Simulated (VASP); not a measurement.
# ZnSe (CsCl type) (Pm-3m) in VASP: further runs, part 2 of 2

VASP 6.6.1. Earlier steps stand in the parts before.

### Step 4. Relaxation of cell and atoms, PBE, target pressure 0.043 GPa, at which the enthalpy is minimised

This run uses another cell than the first one, of 17.98 Å³/atom, 0.954 times its volume.

Input file INCAR:

```
SYSTEM = ZnSe
  PREC = Accurate
  ENCUT = 600
  EDIFF = 1E-6
  ISMEAR = -1
  SIGMA = 0.08
  LREAL = .False.
  LASPH = .True.
  NELM = 80
  ALGO = Normal
  ISIF = 3
  LWAVE = .False.
  LCHARG = .False.
  GGA = PE
  IBRION = 2
  NSW = 60
  EDIFFG = -0.005
  PSTRESS = 0.42999999999999994
```

Input file KPOINTS:

```
regular mesh
0
Gamma
  13 13 13
  0 0 0
```

Input file POSCAR:

```
ZnSe
1.0
    3.3004155194      0.0000000000      0.0000000000
    0.0000000000      3.3004155194      0.0000000000
    0.0000000000      0.0000000000      3.3004155194
Zn Se
1 1
Direct
    0.0000000000      0.0000000000      0.0000000000
    0.5000000000      0.5000000000      0.5000000000
```

Potentials or basis: VASP PAW PBE potentials, release 64 (Zn, Se).

Run with:

```
$ cat potpaw_PBE.64/Zn/POTCAR potpaw_PBE.64/Se/POTCAR > POTCAR
$ mpirun -np 1 vasp_std > vasp.out
```

OUTCAR:

```text
SYSTEM = ZnSe
   PREC = Accurate
   ENCUT = 600
   EDIFF = 1E-6
   ISMEAR = -1
   LREAL = .False.
   LASPH = .True.
   NELM = 80
   ISIF = 3
   GGA = PE
   IBRION = 2
   NSW = 60
   EDIFFG = -0.005
   PSTRESS = 0.42999999999999994

 ion  position               nearest neighbor table
   1  0.000  0.000  0.000-   2 2.86   2 2.86   2 2.86   2 2.86   2 2.86   2 2.86   2 2.86   2 2.86

   2  0.500  0.500  0.500-   1 2.86   1 2.86   1 2.86   1 2.86   1 2.86   1 2.86   1 2.86   1 2.86

  LATTYP: Found a simple cubic cell.
 ALAT       =     3.3004155194

  Lattice vectors:

 A1 = (   3.3004155194,   0.0000000000,   0.0000000000)
 A2 = (   0.0000000000,   3.3004155194,   0.0000000000)
 A3 = (   0.0000000000,   0.0000000000,   3.3004155194)

Analysis of symmetry for initial positions (statically):
=====================================================================
 Subroutine PRICEL returns:
 Original cell was already a primitive cell.

 Routine SETGRP: Setting up the symmetry group for a
 simple cubic supercell.

 Subroutine GETGRP returns: Found 48 space group operations
 (whereof 48 operations were pure point group operations)
 out of a pool of 48 trial point group operations.

The static configuration has the point symmetry O_h .

Analysis of symmetry for dynamics (positions and initial velocities):
=====================================================================
 Subroutine PRICEL returns:
 Original cell was already a primitive cell.

 Routine SETGRP: Setting up the symmetry group for a
 simple cubic supercell.

 Subroutine GETGRP returns: Found 48 space group operations
 (whereof 48 operations were pure point group operations)
 out of a pool of 48 trial point group operations.

The dynamic configuration has the point symmetry O_h .

 Subroutine INISYM returns: Found 48 space group operations
 (whereof 48 operations are pure point group operations),
 and found     1 'primitive' translations

----------------------------------------------------------------------------------------

                                     Primitive cell

  volume of cell :      35.9506

  direct lattice vectors                    reciprocal lattice vectors
     3.300415519  0.000000000  0.000000000     0.302992152  0.000000000  0.000000000
     0.000000000  3.300415519  0.000000000     0.000000000  0.302992152  0.000000000
     0.000000000  0.000000000  3.300415519     0.000000000  0.000000000  0.302992152

  length of vectors
     3.300415519  3.300415519  3.300415519     0.302992152  0.302992152  0.302992152

  position of ions in fractional coordinates (direct lattice)
     0.000000000  0.000000000  0.000000000
     0.500000000  0.500000000  0.500000000

  ion indices of the primitive-cell ions
   primitive index   ion index
                 1           1
                 2           2

----------------------------------------------------------------------------------------

 KPOINTS: regular mesh

Automatic generation of k-mesh.
 Grid dimensions read from file:
 generate k-points for:   13   13   13
[... 46 lines left out ...]
   k-points           NKPTS =     84   k-points in BZ     NKDIM =     84   number of bands    NBANDS=     13
   number of dos      NEDOS =    301   number of ions     NIONS =      2
   total plane-waves  NPLWV =  21952
   dimension x,y,z NGX =    28 NGY =   28 NGZ =   28
   dimension x,y,z NGXF=    56 NGYF=   56 NGZF=   56
   ions per type =               1   1
   NGX,Y,Z   is equivalent  to a cutoff of  14.10, 14.10, 14.10 a.u.
   NGXF,Y,Z  is equivalent  to a cutoff of  28.21, 28.21, 28.21 a.u.
 SYSTEM =  ZnSe
   PREC   = accura    normal or accurate (medium, high low for compatibility)
   ISTART =      0    job   : 0-new  1-cont  2-samecut
   ICHARG =      2    charge: 1-file 2-atom 10-const
   ISPIN  =      1    spin polarized calculation?
   LNONCOLLINEAR =      F non collinear calculations
   LSORBIT =      F    spin-orbit coupling
   LASPH  =      T    aspherical Exc in radial PAW
   ENCUT  =  600.0 eV  44.10 Ry    6.64 a.u.   6.59  6.59  6.59*2*pi/ulx,y,z
   NELM   =     80;   NELMIN=  2; NELMDL= -5     # of ELM steps
   EDIFF  = 0.1E-05   stopping-criterion for ELM
   LREAL  =      F    real-space projection
   EDIFFG = -.5E-02   stopping-criterion for IOM
   NSW    =     60    number of steps for IOM
   IBRION =      2    ionic relax: 0-MD 1-quasi-New 2-CG
   NFREE  =      1    steps in history (QN), initial steepest desc. (CG)
   ISIF   =      3    stress and relaxation
   ISYM   =      2    0-nonsym 1-usesym 2-fastsym
   POTIM  = 0.5000    time-step for ionic-motion
   TEBEG  =    0.0;   TEEND  =   0.0 temperature during run
   PSTRESS=    0.4 pullay stress
   NELECT =      18.0000    total number of electrons
   NUPDOWN=      -1.0000    fix difference up-down
   EMIN   =  10.00;   EMAX   =-10.00  energy-range for DOS
   EFERMI =   0.00;   METHOD = LEGACY
   ISMEAR =    -1;   SIGMA  =   0.08  broadening in eV -4-tet -1-fermi 0-gaus
   EFERMI_NEDOS =   21; number of points for ismear=-14 and -15
   IALGO  =     38    algorithm
   IMIX   =      4    mixing-type and parameters
     AMIX     =   0.40;   BMIX     =  1.00
     AMIX_MAG =   1.60;   BMIX_MAG =  1.00
  volume/ion in A,a.u.               =      17.98       121.30
  Fermi-wavevector in a.u.,A,eV,Ry     =   1.299961  2.456570 22.992472  1.689899
  Thomas-Fermi vector in A             =   2.431191
   LORBIT       =      0    0 simple, 1 ext, 2 COOP (PROOUT), +10 PAW based schemes
   GGA     = PE    functional components
   LHFCALC =     F    Hartree Fock is set to
   AEXX    =    0.0000 exact exchange contribution
   IVDW    =     0    specifies the selected vdW correction
   LEPSILON=     F    determine dielectric tensor
   LRPA    =     F    only Hartree local field effects (RPA)
 conjugate gradient relaxation of ions
 non-spin polarized calculation
  energy-cutoff  :      600.00
  volume of cell :       35.95
 maximum number of plane-waves:      1217
 NGX is ok and might be reduce to    28
   NGX = 13   NGY = 13   NGZ = 13

--------------------------------------- Ionic step        1  -------------------------------------------

 number of electron      18.0000010 magnetization

 Free energy of the ion-electron system (eV)
  ---------------------------------------------------
  ext. energy  EPLUGINS =         0.00000000
  ---------------------------------------------------
  free energy    TOTEN  =        -4.34011511 eV

  energy without entropy =       -4.31284921  energy(sigma->0) =       -4.32648216

------------------------ aborting loop because EDIFF is reached ----------------------------------------

  FORCE on cell =-STRESS in cart. coord.  units (eV):
  Direction    XX          YY          ZZ          XY          YZ          ZX
  --------------------------------------------------------------------------------------
  -------------------------------------------------------------------------------------
  Total        0.7677287      0.7677287      0.7677287     -0.0000000     -0.0000000      0.0000000
  in kB       34.2146825     34.2146825     34.2146825     -0.0000000     -0.0000000      0.0000000
  external PRESSURE =      33.7846825 kB  Pullay stress =       0.4300000 kB
[... 63 lines left out ...]
--------------------------------------- Ionic step        3  -------------------------------------------

 number of electron      17.9999987 magnetization

 Free energy of the ion-electron system (eV)
  ---------------------------------------------------
  ext. energy  EPLUGINS =         0.00000000
  ---------------------------------------------------
  free energy    TOTEN  =        -4.35914304 eV

  energy without entropy =       -4.32965101  energy(sigma->0) =       -4.34439702

 E-fermi :   3.8216     XC(G=0): -10.6724

 val. band max:        3.8164987535   @ k =   0.3846   0.3846   0.2308
 cond. band min:       3.8223227020   @ k =   0.4615   0.2308   0.0769
 fundamental gap:      0.0058239486
 Fermi energy:         3.8216109349

 k-point     1 :       0.0000    0.0000    0.0000
  band No.  band energies     occupation
      1     -10.5892      2.00000
      2      -3.2011      2.00000
      3      -3.2011      2.00000
      4      -2.9201      2.00000
      5      -2.9201      2.00000
      6      -2.9201      2.00000
      7       2.5391      2.00000
      8       2.6923      2.00000
      9       2.6923      2.00000
     10       2.6923      2.00000
     11       9.6806      0.00000
     12       9.6806      0.00000
     13      14.8260      0.00000
[... 354 lines left out ...]
  band No.  band energies     occupation
      1      -9.0521      2.00000
      2      -3.2283      2.00000
      3      -3.0221      2.00000
      4      -3.0200      2.00000
      5      -2.9798      2.00000
      6      -2.9734      2.00000
      7      -1.5426      2.00000
      8      -0.1405      2.00000
      9       4.2272      0.01248
     10       4.2892      0.00577
     11       9.2943      0.00000
     12      11.8148      0.00000
     13      11.9546      0.00000

 [... further k-points ...]
[... 5 lines left out ...]
  --------------------------------------------------------------------------------------
  -------------------------------------------------------------------------------------
  Total        0.0007175      0.0007175      0.0007175     -0.0000000      0.0000000      0.0000000
  in kB        0.0304428      0.0304428      0.0304428     -0.0000000      0.0000000      0.0000000
  external PRESSURE =      -0.3995572 kB  Pullay stress =       0.4300000 kB
[... 21 lines left out ...]
  energy  without entropy=       -4.3296510063  energy(sigma->0) =       -4.34439702

  enthalpy is  TOTEN    =        -4.3490089815 eV   P V=        0.0101340551

 reached required accuracy - stopping structural energy minimisation
```

Run time: 52 s. Hardware: 1 thread of AMD EPYC 9R45 (Zen 5), shared host; peak memory 0.17 GiB.

What came out:

| Item | Value |
| --- | --- |
| Free energy | -4.3591 eV |
| Relaxed volume | 18.88 Å³/atom |
| Relaxed cell | a = 3.355 Å, b = 3.355 Å, c = 3.355 Å, α = 90.00°, β = 90.00°, γ = 90.00° |
| Space group after relaxing (to 0.05 Å) | Pm-3m (No. 221) |
| Energy change on relaxing (the enthalpy is what falls) | -9.5 meV/atom |
| Ionic steps | 3 |
| Pressure after relaxing | 0.0 GPa |
| Band gap on the k mesh | zero (band 9 reaches 4.23 eV, above the bottom of band 10 at 2.64 eV) |

The path:
```tsv
step	energy change (eV)	largest force (eV/Å)	pressure (GPa)	volume (Å³)
1	0.0000	0.0000	3.42	35.95
2	-0.0189	0.0000	-0.29	37.96
3	-0.0190	0.0000	0.00	37.76
```

Final structure:
```
Zn Se
1.0
     3.35487    0.00000    0.00000
     0.00000    3.35487    0.00000
     0.00000    0.00000    3.35487
Zn Se
1 1
Cartesian
  0.0000 0.0000 0.0000
  1.6774 1.6774 1.6774
```

Caveat: the cell is relaxed towards a set pressure, so the enthalpy falls and the energy may rise.

### Step 5. Relaxation of cell and atoms, PBE, target pressure 0.043 GPa, at which the enthalpy is minimised

Input file INCAR:

```
  PREC = Accurate
  ENCUT = 600
  EDIFF = 1E-7
  ISMEAR = -1
  SIGMA = 0.08
  LREAL = False
  LASPH = True
  NELM = 100
  ALGO = Normal
  ISIF = 3
  LWAVE = False
  LCHARG = False
  GGA = PE
  IBRION = 2
  NSW = 32
  EDIFFG = -0.005
  PSTRESS = 0.42999999999999994
```

Input file KPOINTS:

```
regular mesh
0
Gamma
  13 13 13
```

Input file POSCAR:

```
ZnSe
1.0
    3.3526334066      0.0000000000      0.0000000000
    0.0000000000      3.3526334066      0.0000000000
    0.0000000000      0.0000000000      3.3526334066
Zn Se
1 1
Direct
    0.0000000000      0.0000000000      0.0000000000
    0.5000000000      0.5000000000      0.5000000000
```

Potentials or basis: VASP PAW PBE potentials, release 64 (Zn, Se).

Run with:

```
$ cat potpaw_PBE.64/Zn/POTCAR potpaw_PBE.64/Se/POTCAR > POTCAR
$ mpirun -np 1 vasp_std > vasp.out
```

OUTCAR:

```text
PREC = Accurate
   ENCUT = 600
   EDIFF = 1E-7
   ISMEAR = -1
   LREAL = False
   LASPH = True
   NELM = 100
   ISIF = 3
   GGA = PE
   IBRION = 2
   NSW = 32
   EDIFFG = -0.005
   PSTRESS = 0.42999999999999994

 ion  position               nearest neighbor table
   1  0.000  0.000  0.000-   2 2.90   2 2.90   2 2.90   2 2.90   2 2.90   2 2.90   2 2.90   2 2.90

   2  0.500  0.500  0.500-   1 2.90   1 2.90   1 2.90   1 2.90   1 2.90   1 2.90   1 2.90   1 2.90

  LATTYP: Found a simple cubic cell.
 ALAT       =     3.3526334066

  Lattice vectors:

 A1 = (   3.3526334066,   0.0000000000,   0.0000000000)
 A2 = (   0.0000000000,   3.3526334066,   0.0000000000)
 A3 = (   0.0000000000,   0.0000000000,   3.3526334066)

Analysis of symmetry for initial positions (statically):
=====================================================================
 Subroutine PRICEL returns:
 Original cell was already a primitive cell.

 Routine SETGRP: Setting up the symmetry group for a
 simple cubic supercell.

 Subroutine GETGRP returns: Found 48 space group operations
 (whereof 48 operations were pure point group operations)
 out of a pool of 48 trial point group operations.

The static configuration has the point symmetry O_h .

Analysis of symmetry for dynamics (positions and initial velocities):
=====================================================================
 Subroutine PRICEL returns:
 Original cell was already a primitive cell.

 Routine SETGRP: Setting up the symmetry group for a
 simple cubic supercell.

 Subroutine GETGRP returns: Found 48 space group operations
 (whereof 48 operations were pure point group operations)
 out of a pool of 48 trial point group operations.

The dynamic configuration has the point symmetry O_h .

 Subroutine INISYM returns: Found 48 space group operations
[... 172 lines left out ...]
    total drift:                               -0.000000      0.000000     -0.000000

  FREE ENERGIE OF THE ION-ELECTRON SYSTEM (eV)
  ---------------------------------------------------
  free  energy   TOTEN  =        -4.3594774070 eV

  energy  without entropy=       -4.3300781084  energy(sigma->0) =       -4.34477776

  enthalpy is  TOTEN    =        -4.3493635670 eV   P V=        0.0101138400

--------------------------------------- Ionic step        2  -------------------------------------------

 number of electron      17.9999987 magnetization

 Free energy of the ion-electron system (eV)
  ---------------------------------------------------
  ext. energy  EPLUGINS =         0.00000000
  ---------------------------------------------------
  free energy    TOTEN  =        -4.35951579 eV

  energy without entropy =       -4.33003126  energy(sigma->0) =       -4.34477353

 E-fermi :   3.8230     XC(G=0): -10.6731

 val. band max:        3.8178436786   @ k =   0.3846   0.3846   0.2308
 cond. band min:       3.8238021050   @ k =   0.4615   0.2308   0.0769
 fundamental gap:      0.0059584264
 Fermi energy:         3.8230375652

 k-point     1 :       0.0000    0.0000    0.0000
  band No.  band energies     occupation
      1     -10.5888      2.00000
      2      -3.2007      2.00000
      3      -3.2007      2.00000
      4      -2.9196      2.00000
      5      -2.9196      2.00000
      6      -2.9196      2.00000
      7       2.5410      2.00000
      8       2.6935      2.00000
      9       2.6935      2.00000
     10       2.6935      2.00000
     11       9.6817      0.00000
     12       9.6817      0.00000
     13      14.8288      0.00000
[... 354 lines left out ...]
  band No.  band energies     occupation
      1      -9.0512      2.00000
      2      -3.2279      2.00000
      3      -3.0217      2.00000
      4      -3.0197      2.00000
      5      -2.9795      2.00000
      6      -2.9730      2.00000
      7      -1.5419      2.00000
      8      -0.1397      2.00000
      9       4.2288      0.01246
     10       4.2906      0.00578
     11       9.2962      0.00000
     12      11.8170      0.00000
     13      11.9564      0.00000

 [... further k-points ...]
[... 5 lines left out ...]
  --------------------------------------------------------------------------------------
  -------------------------------------------------------------------------------------
  Total        0.0079525      0.0079525      0.0079525      0.0000000      0.0000000     -0.0000000
  in kB        0.3374849      0.3374849      0.3374849      0.0000000      0.0000000     -0.0000000
  external PRESSURE =      -0.0925151 kB  Pullay stress =       0.4300000 kB

 VOLUME and BASIS-vectors are now :
 -----------------------------------------------------------------------------
  energy-cutoff  :      600.00
  volume of cell :       37.75
      direct lattice vectors                 reciprocal lattice vectors
     3.354701757 -0.000000000  0.000000000     0.298089092 -0.000000000  0.000000000
     0.000000000  3.354701757  0.000000000     0.000000000  0.298089092 -0.000000000
    -0.000000000  0.000000000  3.354701757    -0.000000000 -0.000000000  0.298089092

 POSITION                                       TOTAL-FORCE (eV/Angst)
 -----------------------------------------------------------------------------------
      0.00000      0.00000      0.00000        -0.000000     -0.000000      0.000000
      1.67735      1.67735      1.67735         0.000000      0.000000      0.000000
 -----------------------------------------------------------------------------------
    total drift:                               -0.000000      0.000000     -0.000000

  FREE ENERGIE OF THE ION-ELECTRON SYSTEM (eV)
  ---------------------------------------------------
  free  energy   TOTEN  =        -4.3595157917 eV

  energy  without entropy=       -4.3300312625  energy(sigma->0) =       -4.34477353

  enthalpy is  TOTEN    =        -4.3493832215 eV   P V=        0.0101325702

 reached required accuracy - stopping structural energy minimisation
```

Wall time 43 s (1 thread of AMD EPYC 9R45 (Zen 5), shared host); peak memory 0.17 GiB.

Results:

- Free energy: -4.3595 eV
- Relaxed volume: 18.88 Å³/atom
- Relaxed cell: a = 3.355 Å, b = 3.355 Å, c = 3.355 Å, α = 90.00°, β = 90.00°, γ = 90.00°
- Space group after relaxing (to 0.05 Å): Pm-3m (No. 221)
- Energy change on relaxing (the enthalpy is what falls): -0.0 meV/atom
- Ionic steps: 2
- Pressure after relaxing: 0.0 GPa
- Band gap on the k mesh: zero (band 9 reaches 4.23 eV, above the bottom of band 10 at 2.64 eV)

Final structure:
```xyz
2
Lattice="3.3547 0.0000 0.0000 0.0000 3.3547 0.0000 0.0000 0.0000 3.3547" Properties=species:S:1:pos:R:3 pbc="T T T"
Zn    0.0000    0.0000    0.0000
Se    1.6774    1.6774    1.6774
```

Levels at points of the mesh, in eV from the Fermi level:
```csv
k point,band 7,band 8,band 9,band 10,band 11,band 12
"(0.00, 0.00, 0.00)",-1.28,-1.13,-1.13,-1.13,5.86,5.86
```

Caveat: the cell is relaxed towards a set pressure, so the enthalpy falls and the energy may rise.

### Step 6. The runs side by side

| task | cell | cutoff (eV) | gap on the mesh (eV) | pressure (GPa) |
| --- | --- | --- | --- | --- |
| single point | a = 3.353 Å, 2 atoms | 520 | none | 0.2 |
| relaxation of cell and atoms | relaxed to 0.043 GPa from a = 3.300 Å, 2 atoms | 600 | none | 0.0 |
| relaxation of cell and atoms | relaxed to 0.043 GPa from a = 3.353 Å, 2 atoms | 600 | none | 0.0 |

Alike in all rows: level PBE; potentials or basis VASP PAW PBE potentials, release 64 (Zn, Se); no spin polarisation; k mesh 13 × 13 × 13; smearing fermi-dirac 0.08 eV.

Caveats: the cell is relaxed towards a set pressure, so the enthalpy falls and the energy may rise (some runs).

Absolute energies hang on the potentials; compare differences alone.
